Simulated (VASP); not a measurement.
# RbMoO3 (Pm-3m) in VASP: single point with LDA

Aim: the single point of RbMoO3 with LDA.

All numbers are computed with VASP 6.6.1; they aren't measurements. Logs are shortened: lines on timing, memory, paths and dates and some standing lists are left out, and cuts for length are marked.

### Step 1. The cell of the first run

It takes space group Pm-3m (No. 221, cubic). Conventional cell: a = 4.053 Å, b = 4.053 Å, c = 4.053 Å, α = 90.00°, β = 90.00°, γ = 90.00°. Within 3.8 Å of Rb (site symmetry m-3m) lie 12 O at 2.87 Å and 8 Mo at 3.51 Å. Within 2.7 Å of Mo (site symmetry m-3m) lie 6 O at 2.03 Å. O (site symmetry 4/mmm) has 2 Mo at 2.03 Å within 2.7 Å.

### Step 2. Single point, LDA

INCAR reads:

```
PREC = Accurate
ENCUT = 600
EDIFF = 1E-6
ISMEAR = -1
SIGMA = 0.1
LREAL = F
LASPH = T
NELM = 120
ALGO = Normal
ISIF = 2
LWAVE = F
LCHARG = F
NBANDS = 28
GGA_COMPAT = F
```

KPOINTS reads:

```
regular mesh
0
Gamma
  5 5 5
```

POSCAR reads:

```
RbMoO3
1.0
    4.0529190000      0.0000000000      0.0000000000
    0.0000000000      4.0529190000      0.0000000000
    0.0000000000      0.0000000000      4.0529190000
Rb Mo O
1 1 3
Direct
    0.5000000000      0.5000000000      0.5000000000
    0.0000000000      0.0000000000      0.0000000000
    0.5000000000      0.0000000000      0.0000000000
    0.0000000000      0.5000000000      0.0000000000
    0.0000000000      0.0000000000      0.5000000000
```

Potentials or basis: VASP PAW LDA potentials, release 64 (Rb_sv, Mo_sv, O).

Started as:

```
> cat potpaw_LDA.64/Rb_sv/POTCAR potpaw_LDA.64/Mo_sv/POTCAR potpaw_LDA.64/O/POTCAR > POTCAR
> mpirun -np 1 vasp_std > vasp.out
```

OUTCAR:

```text
PREC = Accurate
   ENCUT = 600
   EDIFF = 1E-6
   ISMEAR = -1
   LREAL = F
   LASPH = T
   NELM = 120
   ISIF = 2

 ion  position               nearest neighbor table
   1  0.500  0.500  0.500-   3 2.87   4 2.87   5 2.87   3 2.87   4 2.87   3 2.87   5 2.87   3 2.87
                             4 2.87   5 2.87   4 2.87   5 2.87   2 3.51   2 3.51   2 3.51   2 3.51
   2  0.000  0.000  0.000-   3 2.03   4 2.03   5 2.03   5 2.03   4 2.03   3 2.03   1 3.51   1 3.51
                             1 3.51   1 3.51   1 3.51   1 3.51   1 3.51   1 3.51
   3  0.500  0.000  0.000-   2 2.03   2 2.03   1 2.87   1 2.87   1 2.87   1 2.87
   4  0.000  0.500  0.000-   2 2.03   2 2.03   1 2.87   1 2.87   1 2.87   1 2.87
   5  0.000  0.000  0.500-   2 2.03   2 2.03   1 2.87   1 2.87   1 2.87   1 2.87

  LATTYP: Found a simple cubic cell.
 ALAT       =     4.0529190000

  Lattice vectors:

 A1 = (   4.0529190000,   0.0000000000,   0.0000000000)
 A2 = (   0.0000000000,   4.0529190000,   0.0000000000)
 A3 = (   0.0000000000,   0.0000000000,   4.0529190000)

Analysis of symmetry for initial positions (statically):
=====================================================================
 Subroutine PRICEL returns:
 Original cell was already a primitive cell.

 Routine SETGRP: Setting up the symmetry group for a
 simple cubic supercell.

 Subroutine GETGRP returns: Found 48 space group operations
 (whereof 48 operations were pure point group operations)
 out of a pool of 48 trial point group operations.

The static configuration has the point symmetry O_h .

Analysis of symmetry for dynamics (positions and initial velocities):
=====================================================================
 Subroutine PRICEL returns:
 Original cell was already a primitive cell.

 Routine SETGRP: Setting up the symmetry group for a
 simple cubic supercell.

 Subroutine GETGRP returns: Found 48 space group operations
 (whereof 48 operations were pure point group operations)
 out of a pool of 48 trial point group operations.

The dynamic configuration has the point symmetry O_h .

 Subroutine INISYM returns: Found 48 space group operations
 (whereof 48 operations are pure point group operations),
 and found     1 'primitive' translations

----------------------------------------------------------------------------------------

                                     Primitive cell

  volume of cell :      66.5739

  direct lattice vectors                    reciprocal lattice vectors
     4.052919000  0.000000000  0.000000000     0.246735748  0.000000000  0.000000000
     0.000000000  4.052919000  0.000000000     0.000000000  0.246735748  0.000000000
     0.000000000  0.000000000  4.052919000     0.000000000  0.000000000  0.246735748

  length of vectors
     4.052919000  4.052919000  4.052919000     0.246735748  0.246735748  0.246735748

  position of ions in fractional coordinates (direct lattice)
     0.500000000  0.500000000  0.500000000
     0.000000000  0.000000000  0.000000000
     0.500000000  0.000000000  0.000000000
     0.000000000  0.500000000  0.000000000
     0.000000000  0.000000000  0.500000000

  ion indices of the primitive-cell ions
   primitive index   ion index
                 1           1
                 2           2
                 3           3
                 4           4
                 5           5

----------------------------------------------------------------------------------------

 KPOINTS: regular mesh

Automatic generation of k-mesh.
 Grid dimensions read from file:
 generate k-points for:    5    5    5

 Generating k-lattice:

  Cartesian coordinates                     Fractional coordinates (reciprocal lattice)
     0.049347150  0.000000000  0.000000000     0.200000000  0.000000000  0.000000000
     0.000000000  0.049347150  0.000000000     0.000000000  0.200000000  0.000000000
     0.000000000  0.000000000  0.049347150     0.000000000  0.000000000  0.200000000

  Length of vectors
     0.049347150  0.049347150  0.049347150

  Shift w.r.t. Gamma in fractional coordinates (k-lattice)
     0.000000000  0.000000000  0.000000000

 Subroutine IBZKPT returns following result:
 ===========================================

 Found     10 irreducible k-points:

 Following reciprocal coordinates:
            Coordinates               Weight
  0.000000  0.000000  0.000000      1.000000
  0.200000  0.000000  0.000000      6.000000
  0.400000  0.000000  0.000000      6.000000
  0.200000  0.200000  0.000000     12.000000
  0.400000  0.200000  0.000000     24.000000
  0.400000  0.400000  0.000000     12.000000
  0.200000  0.200000  0.200000      8.000000
  0.400000  0.200000  0.200000     24.000000
  0.400000  0.400000  0.200000     24.000000
  0.400000  0.400000  0.400000      8.000000
   k-points           NKPTS =     10   k-points in BZ     NKDIM =     10   number of bands    NBANDS=     28
   number of dos      NEDOS =    301   number of ions     NIONS =      5
   total plane-waves  NPLWV =  32768
   dimension x,y,z NGX =    32 NGY =   32 NGZ =   32
   dimension x,y,z NGXF=    64 NGYF=   64 NGZF=   64
   ions per type =               1   1   3
   NGX,Y,Z   is equivalent  to a cutoff of  13.13, 13.13, 13.13 a.u.
   NGXF,Y,Z  is equivalent  to a cutoff of  26.25, 26.25, 26.25 a.u.
 SYSTEM =  unknown system
   PREC   = accura    normal or accurate (medium, high low for compatibility)
   ISTART =      0    job   : 0-new  1-cont  2-samecut
   ICHARG =      2    charge: 1-file 2-atom 10-const
   ISPIN  =      1    spin polarized calculation?
   LNONCOLLINEAR =      F non collinear calculations
   LSORBIT =      F    spin-orbit coupling
   LASPH  =      T    aspherical Exc in radial PAW
   ENCUT  =  600.0 eV  44.10 Ry    6.64 a.u.   8.09  8.09  8.09*2*pi/ulx,y,z
   NELM   =    120;   NELMIN=  2; NELMDL= -5     # of ELM steps
   EDIFF  = 0.1E-05   stopping-criterion for ELM
   LREAL  =      F    real-space projection
   EDIFFG = 0.1E-04   stopping-criterion for IOM
   NSW    =      0    number of steps for IOM
   IBRION =     -1    ionic relax: 0-MD 1-quasi-New 2-CG
   NFREE  =      0    steps in history (QN), initial steepest desc. (CG)
   ISIF   =      2    stress and relaxation
   ISYM   =      2    0-nonsym 1-usesym 2-fastsym
   POTIM  = 0.5000    time-step for ionic-motion
   TEBEG  =    0.0;   TEEND  =   0.0 temperature during run
   PSTRESS=    0.0 pullay stress
   NELECT =      41.0000    total number of electrons
   NUPDOWN=      -1.0000    fix difference up-down
   EMIN   =  10.00;   EMAX   =-10.00  energy-range for DOS
   EFERMI =   0.00;   METHOD = LEGACY
   ISMEAR =    -1;   SIGMA  =   0.10  broadening in eV -4-tet -1-fermi 0-gaus
   EFERMI_NEDOS =   21; number of points for ismear=-14 and -15
   IALGO  =     38    algorithm
   IMIX   =      4    mixing-type and parameters
     AMIX     =   0.40;   BMIX     =  1.00
     AMIX_MAG =   1.60;   BMIX_MAG =  1.00
  volume/ion in A,a.u.               =      13.31        89.85
  Fermi-wavevector in a.u.,A,eV,Ry     =   1.392841  2.632088 26.395383  1.940006
  Thomas-Fermi vector in A             =   2.516545
   LORBIT       =      0    0 simple, 1 ext, 2 COOP (PROOUT), +10 PAW based schemes
   GGA     = CA    functional components
   LHFCALC =     F    Hartree Fock is set to
   AEXX    =    0.0000 exact exchange contribution
   IVDW    =     0    specifies the selected vdW correction
   LEPSILON=     F    determine dielectric tensor
   LRPA    =     F    only Hartree local field effects (RPA)
 non-spin polarized calculation
  energy-cutoff  :      600.00
  volume of cell :       66.57
 maximum number of plane-waves:      2257
   NGX = 17   NGY = 17   NGZ = 17

 number of electron      41.0000021 magnetization

 Free energy of the ion-electron system (eV)
  ---------------------------------------------------
  ext. energy  EPLUGINS =         0.00000000
  ---------------------------------------------------
  free energy    TOTEN  =       -40.58397232 eV

  energy without entropy =      -40.52365975  energy(sigma->0) =      -40.55381603

 E-fermi :   4.2945     XC(G=0): -11.4559

 val. band max:        4.2404222955   @ k =   0.2000   0.2000   0.0000
 cond. band min:       4.5678482263   @ k =   0.2000   0.2000   0.2000
 fundamental gap:      0.3274259308
 Fermi energy:         4.2945335487

 k-point     1 :       0.0000    0.0000    0.0000
  band No.  band energies     occupation
      1     -58.1522      2.00000
      2     -32.3680      2.00000
      3     -32.3680      2.00000
      4     -32.3680      2.00000
      5     -20.7379      2.00000
      6     -14.1585      2.00000
[... 20 lines left out ...]
     27      10.3667      0.00000
     28      10.3667      0.00000

 k-point     2 :       0.2000    0.0000    0.0000
  band No.  band energies     occupation
      1     -58.1519      2.00000
      2     -32.3858      2.00000
      3     -32.3673      2.00000
      4     -32.3673      2.00000
      5     -20.7134      2.00000
      6     -14.1292      2.00000
[... 20 lines left out ...]
     27      10.8859      0.00000
     28      11.0858      0.00000

 k-point     3 :       0.4000    0.0000    0.0000
  band No.  band energies     occupation
      1     -58.1515      2.00000
      2     -32.4143      2.00000
      3     -32.3662      2.00000
      4     -32.3662      2.00000
      5     -20.6733      2.00000
      6     -14.1749      2.00000
[... 20 lines left out ...]
     27      11.8003      0.00000
     28      13.1790      0.00000

 k-point     4 :       0.2000    0.2000    0.0000
  band No.  band energies     occupation
      1     -58.1517      2.00000
      2     -32.3852      2.00000
      3     -32.3849      2.00000
      4     -32.3666      2.00000
      5     -20.6925      2.00000
      6     -14.0456      2.00000
[... 20 lines left out ...]
     27      11.3848      0.00000
     28      11.6050      0.00000

 k-point     5 :       0.4000    0.2000    0.0000
  band No.  band energies     occupation
      1     -58.1512      2.00000
      2     -32.4134      2.00000
      3     -32.3838      2.00000
      4     -32.3654      2.00000
      5     -20.6583      2.00000
      6     -14.0302      2.00000
[... 20 lines left out ...]
     27      12.2997      0.00000
     28      13.0670      0.00000

 k-point     6 :       0.4000    0.4000    0.0000
  band No.  band energies     occupation
      1     -58.1507      2.00000
      2     -32.4121      2.00000
      3     -32.4120      2.00000
      4     -32.3643      2.00000
      5     -20.6338      2.00000
      6     -13.8976      2.00000
[... 20 lines left out ...]
     27      12.8001      0.00000
     28      14.3546      0.00000

 k-point     7 :       0.2000    0.2000    0.2000
  band No.  band energies     occupation
      1     -58.1514      2.00000
      2     -32.3845      2.00000
      3     -32.3841      2.00000
      4     -32.3841      2.00000
      5     -20.6742      2.00000
      6     -13.8952      2.00000
[... 20 lines left out ...]
     27      11.9159      0.00000
     28      11.9159      0.00000

 k-point     8 :       0.4000    0.2000    0.2000
  band No.  band energies     occupation
      1     -58.1509      2.00000
      2     -32.4126      2.00000
      3     -32.3831      2.00000
      4     -32.3829      2.00000
      5     -20.6443      2.00000
      6     -13.8271      2.00000
[... 20 lines left out ...]
     27      12.6062      0.00000
     28      13.0161      0.00000

 k-point     9 :       0.4000    0.4000    0.2000
  band No.  band energies     occupation
      1     -58.1504      2.00000
      2     -32.4113      2.00000
      3     -32.4112      2.00000
      4     -32.3818      2.00000
      5     -20.6213      2.00000
      6     -13.6377      2.00000
[... 20 lines left out ...]
     27      12.6797      0.00000
     28      13.1006      0.00000

 k-point    10 :       0.4000    0.4000    0.4000
  band No.  band energies     occupation
      1     -58.1500      2.00000
      2     -32.4101      2.00000
      3     -32.4100      2.00000
      4     -32.4100      2.00000
      5     -20.6009      2.00000
      6     -13.2002      2.00000
[... 20 lines left out ...]
     27      11.9003      0.00000
     28      11.9003      0.00000

------------------------ aborting loop because EDIFF is reached ----------------------------------------

  FORCE on cell =-STRESS in cart. coord.  units (eV):
  Direction    XX          YY          ZZ          XY          YZ          ZX
  --------------------------------------------------------------------------------------
  -------------------------------------------------------------------------------------
  Total       -7.0529953     -7.0529953     -7.0529953     -0.0000000     -0.0000000      0.0000000
  in kB     -169.7385184   -169.7385184   -169.7385184     -0.0000000     -0.0000000      0.0000000
  external PRESSURE =    -169.7385184 kB  Pullay stress =       0.0000000 kB

 VOLUME and BASIS-vectors are now :
 -----------------------------------------------------------------------------
  energy-cutoff  :      600.00
  volume of cell :       66.57
      direct lattice vectors                 reciprocal lattice vectors
     4.052919000  0.000000000  0.000000000     0.246735748  0.000000000  0.000000000
     0.000000000  4.052919000  0.000000000     0.000000000  0.246735748  0.000000000
     0.000000000  0.000000000  4.052919000     0.000000000  0.000000000  0.246735748

 POSITION                                       TOTAL-FORCE (eV/Angst)
 -----------------------------------------------------------------------------------
      2.02646      2.02646      2.02646         0.000000      0.000000      0.000000
      0.00000      0.00000      0.00000         0.000000      0.000000      0.000000
      2.02646      0.00000      0.00000         0.000000      0.000000      0.000000
      0.00000      2.02646      0.00000         0.000000      0.000000      0.000000
      0.00000      0.00000      2.02646         0.000000      0.000000      0.000000
 -----------------------------------------------------------------------------------
    total drift:                                0.000000      0.000000     -0.000000

  FREE ENERGIE OF THE ION-ELECTRON SYSTEM (eV)
  ---------------------------------------------------
  free  energy   TOTEN  =       -40.5839723186 eV

  energy  without entropy=      -40.5236597450  energy(sigma->0) =      -40.55381603
```

Run time: 18 s. Hardware: 1 thread of AMD EPYC 7R13, shared host; peak memory 0.14 GiB.

What came out:

```yaml
Free_energy: -40.5840 eV
Pressure: -17.0 GPa
Band_gap_on_the_k_mesh: zero (an odd number of electrons rules out a gap without spin polarisation)
```

Caveat: the cell stands under tension; an odd number of electrons without spin polarisation forces a metal; a magnetic or distorted state may lie lower.

The gap in the log of VASP goes by the Fermi energy; the results here count the filled bands.